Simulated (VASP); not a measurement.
# Ga2O3 (kpbe) (R-3c) in VASP: a series of runs

Ga2O3 (kpbe) is run at these levels: PBE; tasks: single point.

Program: VASP 6.6.1. These are calculated values, not measurements. Logs are shortened: lines on timing, memory, paths and dates and some standing lists are left out, and cuts for length are marked.

## (1) The cell of the first run

The structure is trigonal, space group R-3c (No. 167). The conventional cell has a = 4.999 Å, b = 4.999 Å, c = 13.501 Å, α = 90.00°, β = 90.00°, γ = 120.00°. Ga (site symmetry 3) has 6 O at 1.93 to 2.08 Å within 2.6 Å. Within 2.6 Å of O (site symmetry 2) lie 4 Ga at 1.93 to 2.08 Å.

## (2) Single point, PBE

File INCAR:

```
SYSTEM = Ga2O3
ALGO = Normal
EDIFF = 1E-6
ENCUT = 520
GGA = PE
ISIF = 2
ISMEAR = 0
LASPH = .True.
LCHARG = .False.
LREAL = .False.
LWAVE = .False.
NBANDS = 55
NELM = 80
PREC = Accurate
SIGMA = 0.1
```

File KPOINTS:

```
k-points
0
Gamma
  6 6 6
  0 0 0
```

File POSCAR:

```
Ga2O3
1.0
    2.4997250000      1.4432169000      4.5003166700
   -2.4997250000      1.4432169000      4.5003166700
    0.0000000000     -2.8864338000      4.5003166700
Ga O
4 6
Direct
    0.8559600000      0.8559600000      0.8559600000
    0.6440400000      0.6440400000      0.6440400000
    0.1440400000      0.1440400000      0.1440400000
    0.3559600000      0.3559600000      0.3559600000
    0.0526000000      0.4474000000      0.7500000000
    0.7500000000      0.0526000000      0.4474000000
    0.4474000000      0.7500000000      0.0526000000
    0.9474000000      0.5526000000      0.2500000000
    0.2500000000      0.9474000000      0.5526000000
    0.5526000000      0.2500000000      0.9474000000
```

Potentials or basis: VASP PAW PBE potentials, release 64 (Ga_d, O).

Launch:

```sh
cat potpaw_PBE.64/Ga_d/POTCAR potpaw_PBE.64/O/POTCAR > POTCAR
mpirun -np 1 vasp_std > vasp.out
```

OUTCAR:

```text
SYSTEM = Ga2O3
   EDIFF = 1E-6
   ENCUT = 520
   GGA = PE
   ISIF = 2
   ISMEAR = 0
   LASPH = .True.
   LREAL = .False.
   NELM = 80
   PREC = Accurate

 ion  position               nearest neighbor table
   1  0.856  0.856  0.856-   9 1.93   8 1.93  10 1.93   7 2.08   6 2.08   5 2.08   2 2.86
   2  0.644  0.644  0.644-  10 1.93   8 1.93   9 1.93   6 2.08   7 2.08   5 2.08   1 2.86
   3  0.144  0.144  0.144-   6 1.93   5 1.93   7 1.93  10 2.08   9 2.08   8 2.08   4 2.86
   4  0.356  0.356  0.356-   7 1.93   5 1.93   6 1.93   9 2.08  10 2.08   8 2.08   3 2.86
   5  0.053  0.447  0.750-   3 1.93   4 1.93   1 2.08   2 2.08
   6  0.750  0.053  0.447-   3 1.93   4 1.93   2 2.08   1 2.08
   7  0.447  0.750  0.053-   4 1.93   3 1.93   1 2.08   2 2.08
   8  0.947  0.553  0.250-   1 1.93   2 1.93   3 2.08   4 2.08
   9  0.250  0.947  0.553-   1 1.93   2 1.93   4 2.08   3 2.08
  10  0.553  0.250  0.947-   2 1.93   1 1.93   3 2.08   4 2.08

  LATTYP: Found a trigonal (rhomboedric) cell.
 ALAT       =     5.3464334118
 COS(alpha) =     0.5627939752

  Lattice vectors:

 A1 = (   2.4997250000,   1.4432169000,   4.5003166700)
 A2 = (  -2.4997250000,   1.4432169000,   4.5003166700)
 A3 = (   0.0000000000,  -2.8864338000,   4.5003166700)

Analysis of symmetry for initial positions (statically):
=====================================================================
 Subroutine PRICEL returns:
 Original cell was already a primitive cell.

 Routine SETGRP: Setting up the symmetry group for a
 trigonal (rhombohedral) supercell.

 Subroutine GETGRP returns: Found 12 space group operations
 (whereof  6 operations were pure point group operations)
 out of a pool of 12 trial point group operations.

The static configuration has the point symmetry S_6 .
 The point group associated with its full space group is D_3d.

Analysis of symmetry for dynamics (positions and initial velocities):
=====================================================================
 Subroutine PRICEL returns:
 Original cell was already a primitive cell.

 Routine SETGRP: Setting up the symmetry group for a
 trigonal (rhombohedral) supercell.

 Subroutine GETGRP returns: Found 12 space group operations
 (whereof  6 operations were pure point group operations)
 out of a pool of 12 trial point group operations.

The dynamic configuration has the point symmetry S_6 .
 The point group associated with its full space group is D_3d.

 Subroutine INISYM returns: Found 12 space group operations
 (whereof  6 operations are pure point group operations),
[... 116 lines left out ...]
   IBRION =     -1    ionic relax: 0-MD 1-quasi-New 2-CG
   NFREE  =      0    steps in history (QN), initial steepest desc. (CG)
   ISIF   =      2    stress and relaxation
   ISYM   =      2    0-nonsym 1-usesym 2-fastsym
   POTIM  = 0.5000    time-step for ionic-motion
   TEBEG  =    0.0;   TEEND  =   0.0 temperature during run
   PSTRESS=    0.0 pullay stress
   NELECT =      88.0000    total number of electrons
   NUPDOWN=      -1.0000    fix difference up-down
   EMIN   =  10.00;   EMAX   =-10.00  energy-range for DOS
   EFERMI =   0.00;   METHOD = LEGACY
   ISMEAR =     0;   SIGMA  =   0.10  broadening in eV -4-tet -1-fermi 0-gaus
   EFERMI_NEDOS =   21; number of points for ismear=-14 and -15
   IALGO  =     38    algorithm
   IMIX   =      4    mixing-type and parameters
     AMIX     =   0.40;   BMIX     =  1.00
     AMIX_MAG =   1.60;   BMIX_MAG =  1.00
  volume/ion in A,a.u.               =       9.74        65.74
  Fermi-wavevector in a.u.,A,eV,Ry     =   1.582570  2.990624 34.076181  2.504529
  Thomas-Fermi vector in A             =   2.682473
   LORBIT       =      0    0 simple, 1 ext, 2 COOP (PROOUT), +10 PAW based schemes
   GGA     = PE    functional components
   LHFCALC =     F    Hartree Fock is set to
   AEXX    =    0.0000 exact exchange contribution
   IVDW    =     0    specifies the selected vdW correction
   LEPSILON=     F    determine dielectric tensor
   LRPA    =     F    only Hartree local field effects (RPA)
 non-spin polarized calculation
 Gauss-broadening in eV      SIGMA  =   0.10
  energy-cutoff  :      520.00
  volume of cell :       97.41
 maximum number of plane-waves:      2642
   NGX = 19   NGY = 19   NGZ = 19

 number of electron      87.9999969 magnetization

 Free energy of the ion-electron system (eV)
  ---------------------------------------------------
  ext. energy  EPLUGINS =         0.00000000
  ---------------------------------------------------
  free energy    TOTEN  =       -59.30105236 eV

  energy without entropy =      -59.30105236  energy(sigma->0) =      -59.30105236

 E-fermi :   4.9545     XC(G=0): -12.1428

 val. band max:        4.4462942214   @ k =  -0.1667   0.1667   0.0000
 cond. band min:       7.1758635249   @ k =   0.0000   0.0000   0.0000
 fundamental gap:      2.7295693035
 Fermi energy:         4.9544975043

 k-point     1 :       0.0000    0.0000    0.0000
  band No.  band energies     occupation
      1     -14.4908      2.00000
      2     -12.5076      2.00000
      3     -12.5076      2.00000
      4     -12.5010      2.00000
      5     -12.4630      2.00000
      6     -12.4630      2.00000
[... 1381 lines left out ...]
     54      16.4386      0.00000
     55      16.7601      0.00000

 [... further k-points ...]
[... 5 lines left out ...]
  --------------------------------------------------------------------------------------
  -------------------------------------------------------------------------------------
  Total        5.2428211      5.2428211      4.1610894      0.0000000     -0.0000000      0.0000000
  in kB       86.2298152     86.2298150     68.4383402      0.0000000     -0.0000000      0.0000000
  external PRESSURE =      80.2993235 kB  Pullay stress =       0.0000000 kB

 VOLUME and BASIS-vectors are now :
 -----------------------------------------------------------------------------
  energy-cutoff  :      520.00
  volume of cell :       97.41
      direct lattice vectors                 reciprocal lattice vectors
     2.499725000  1.443216900  4.500316670     0.200022002  0.115482757  0.074068862
    -2.499725000  1.443216900  4.500316670    -0.200022002  0.115482757  0.074068862
     0.000000000 -2.886433800  4.500316670     0.000000000 -0.230965514  0.074068862

 POSITION                                       TOTAL-FORCE (eV/Angst)
 -----------------------------------------------------------------------------------
      0.00000      0.00000     11.55627         0.000000      0.000000     -0.004789
      0.00000      0.00000      8.69515         0.000000      0.000000      0.004789
      0.00000      0.00000      1.94468         0.000000      0.000000      0.004789
      0.00000      0.00000      4.80580         0.000000      0.000000     -0.004789
     -0.98689     -1.44322      5.62540         0.044212     -0.000000      0.000000
      1.74331     -0.13306      5.62540        -0.022106      0.038288      0.000000
     -0.75642      1.57628      5.62540        -0.022106     -0.038288      0.000000
      0.98689      1.44322      7.87555        -0.044212      0.000000      0.000000
     -1.74331      0.13306      7.87555         0.022106     -0.038288      0.000000
      0.75642     -1.57628      7.87555         0.022106      0.038288      0.000000
 -----------------------------------------------------------------------------------
    total drift:                                0.000000      0.000000     -0.000000

  FREE ENERGIE OF THE ION-ELECTRON SYSTEM (eV)
  ---------------------------------------------------
  free  energy   TOTEN  =       -59.3010523648 eV

  energy  without entropy=      -59.3010523648  energy(sigma->0) =      -59.30105236
```

Wall time 1.8 min (1 thread of Intel Xeon Platinum 8559C (Emerald Rapids), shared host); peak memory 0.3 GiB.

Results:

* Free energy: -59.3011 eV
* Pressure: 8.0 GPa
* Largest force: 0.044 eV/Å
* Band gap on the k mesh: 2.73 eV, indirect (least direct gap 2.97 eV)

Forces in eV/Å, atoms in the order of the input:
```
Ga   0.000  0.000 -0.005
Ga   0.000  0.000  0.005
Ga   0.000  0.000  0.005
Ga   0.000  0.000 -0.005
O    0.044  0.000  0.000
O   -0.022  0.038  0.000
O   -0.022 -0.038  0.000
O   -0.044  0.000  0.000
O    0.022 -0.038  0.000
O    0.022  0.038  0.000
```

Stress tensor (GPa, compression positive):
```
8.62 0.00 0.00
0.00 8.62 0.00
0.00 0.00 6.84
```

Levels at points of the mesh, in eV from the valence-band top:
```
           k point  band 42  band 43  band 44  band 45  band 46  band 47
(0.00, 0.00, 0.00)    -0.30    -0.24    -0.24     2.73     6.60     6.77
(0.50, 0.00, 0.00)    -0.98    -0.16    -0.16     6.33     6.33     6.66
(0.50, 0.50, 0.00)    -0.70    -0.26    -0.15     6.46     6.67     7.53
(0.50, 0.50, 0.50)    -0.29    -0.29    -0.29     5.79     5.79     7.79
```

A k mesh can miss the band edges. A hybrid or GW would open this gap; PBE tends to underestimate it.

## (3) Single point, PBE

This run uses another cell than the first one, of 10.06 Å³/atom, 1.033 times its volume.

File INCAR:

```
  PREC = Accurate
  ENCUT = 520
  EDIFF = 1E-6
  ISMEAR = 0
  SIGMA = 0.02
  LREAL = F
  LASPH = T
  NELM = 100
  ALGO = Normal
  ISIF = 2
  LWAVE = F
  LCHARG = F
  GGA = PE
  NBANDS = 55
```

File KPOINTS:

```
Automatic mesh
0
Gamma
  6 6 6
```

File POSCAR:

```
Ga2O3
1.0
    2.5289880641      1.4601119396      4.5413367015
   -2.5289880641      1.4601119396      4.5413367015
    0.0000000000     -2.9202238792      4.5413367015
Ga O
4 6
Direct
    0.8558433123      0.8558433123      0.8558433123
    0.6441566877      0.6441566877      0.6441566877
    0.1441566877      0.1441566877      0.1441566877
    0.3558433123      0.3558433123      0.3558433123
    0.0530947942      0.4469052058      0.7500000000
    0.7500000000      0.0530947942      0.4469052058
    0.4469052058      0.7500000000      0.0530947942
    0.9469052058      0.5530947942      0.2500000000
    0.2500000000      0.9469052058      0.5530947942
    0.5530947942      0.2500000000      0.9469052058
```

Potentials or basis: VASP PAW PBE potentials, release 64 (Ga_d, O).

Launch:

```sh
cat potpaw_PBE.64/Ga_d/POTCAR potpaw_PBE.64/O/POTCAR > POTCAR
mpirun -np 1 vasp_std > vasp.out
```

Run time: 1.9 min. Hardware: 1 thread of Intel Xeon Platinum 8559C (Emerald Rapids), shared host; peak memory 0.31 GiB.

Results (log left out):

```
Free energy            : -59.3934 eV
Pressure               : 0.9 GPa
Largest force          : 0.011 eV/Å
Band gap on the k mesh : 2.39 eV, indirect (least direct gap 2.62 eV)
```

Forces in eV/Å, atoms in the order of the input:
```
Ga   0.000  0.000  0.011
Ga   0.000  0.000 -0.011
Ga   0.000  0.000 -0.011
Ga   0.000  0.000  0.011
O    0.002  0.000  0.000
O   -0.001  0.002  0.000
O   -0.001 -0.002  0.000
O   -0.002  0.000  0.000
O    0.001 -0.002  0.000
O    0.001  0.002  0.000
```

Stress tensor (GPa, compression positive):
```
0.98 0.00 0.00
0.00 0.98 0.00
0.00 0.00 0.85
```

Levels at points of the mesh, in eV from the valence-band top:
| k point | band 42 | band 43 | band 44 | band 45 | band 46 | band 47 |
| --- | --- | --- | --- | --- | --- | --- |
| (0.00, 0.00, 0.00) | -0.31 | -0.23 | -0.23 | 2.39 | 6.30 | 6.55 |
| (0.50, 0.00, 0.00) | -0.93 | -0.15 | -0.15 | 6.00 | 6.00 | 6.37 |
| (0.50, 0.50, 0.00) | -0.69 | -0.25 | -0.15 | 6.12 | 6.34 | 7.23 |
| (0.50, 0.50, 0.50) | -0.29 | -0.29 | -0.29 | 5.47 | 5.47 | 7.47 |

A k mesh can miss the band edges.
